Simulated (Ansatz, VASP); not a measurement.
Two plane-wave programs on GaPt2F

File INCAR:

```
SYSTEM = GaPt2F
ALGO     = Normal         ! electronic algorithm
EDIFF    = 1E-6           ! SCF threshold, eV
EDIFFG   = -0.01          ! ionic threshold
ENCUT    = 600            ! plane-wave cutoff, eV
GGA      = PE             ! functional
IBRION   = 2              ! ionic algorithm
ISIF     = 3              ! what is computed and relaxed
ISMEAR   = 0              ! smearing method
LASPH    = .TRUE.         ! aspherical terms in the spheres
LCHARG   = .FALSE.        ! write CHGCAR
LREAL    = .FALSE.        ! projectors in reciprocal space
LWAVE    = .FALSE.        ! write WAVECAR
NELM     = 100            ! most SCF steps
NSW      = 100            ! ionic steps
PREC     = Accurate       ! precision mode
SIGMA    = 0.1            ! smearing width, eV
```

Contents of KPOINTS:

```
k-points
0
G
  18 18 6
  0 0 0
```

The input POSCAR:

```
GaPt2F
1.0
    2.8420476706      0.0000000000      0.0000000000
   -1.4210238353      2.4612854815      0.0000000000
    0.0000000000      0.0000000000      8.8761822833
Ga Pt F
1 2 1
Direct
    0.0000000000      0.0000000000      0.0000000000
    0.0000000000      0.0000000000      0.2621320730
    0.0000000000      0.0000000000      0.7378679270
    0.0000000000      0.0000000000      0.5000000000
```

Input for Ansatz:

```yaml
crystal:
  lattice:
    - [2.8420476706, 0.0, 0.0]
    - [-1.4210238353, 2.4612854815, 0.0]
    - [0.0, 0.0, 8.8761822833]
  atoms:
    - { symbol: Ga, position: [0.0, 0.0, 0.0] }
    - { symbol: Pt, position: [0.0, 0.0, 0.262132073] }
    - { symbol: Pt, position: [0.0, 0.0, 0.737867927] }
    - { symbol: F, position: [0.0, 0.0, 0.5] }
basis:
  ecutwfc: 420
kpoints:
  mp_grid: { grid: [18, 18, 6] }
hamiltonian:
  xc: pbe
scf:
  occupations: { method: gaussian, width: 0.1 }
output:
  forces: true
  stress: true
  eigenvalues: true
relax:
  adjacent_minimum: "off"
  f_tol: 0.01
  max_steps: 80
  cell: { stress_tol: 0.05 }
```

Alike in both runs: task relaxation of cell and atoms; functional PBE; k mesh 18 × 18 × 6; occupations gaussian, width 0.1 eV; no spin polarisation.

```csv
,VASP,Ansatz
version,VASP 6.6.1,Ansatz 0.2.0
potentials or method,"VASP PAW PBE potentials, release 64 (Ga_d, Pt, F), cutoff 600 eV","scalar-relativistic, plane waves, PAW"
valence electrons in the cell,40,56
```

Ansatz gave:

| Item | Value |
| --- | --- |
| gap on the k mesh at the Fermi level, each at its own relaxed structure (eV) | none |
| relaxed volume (Å³/atom) | 15.46 |
| relaxed length of the cell vector where the two differ most in proportion (Å) | 2.828 |

Question: Which values does VASP return?

Answer: gap on the k mesh at the Fermi level, each at its own relaxed structure (eV): none; relaxed volume (Å³/atom): 15.44; relaxed length of the cell vector where the two differ most in proportion (Å): 2.825.

A gap of «none» marks a metal or a gap that the smearing closes. VASP's potentials hold 40 valence electrons a cell and Ansatz's 56, so a difference there can come from the potentials and not from the codes.

Spin-orbit coupling is off throughout.
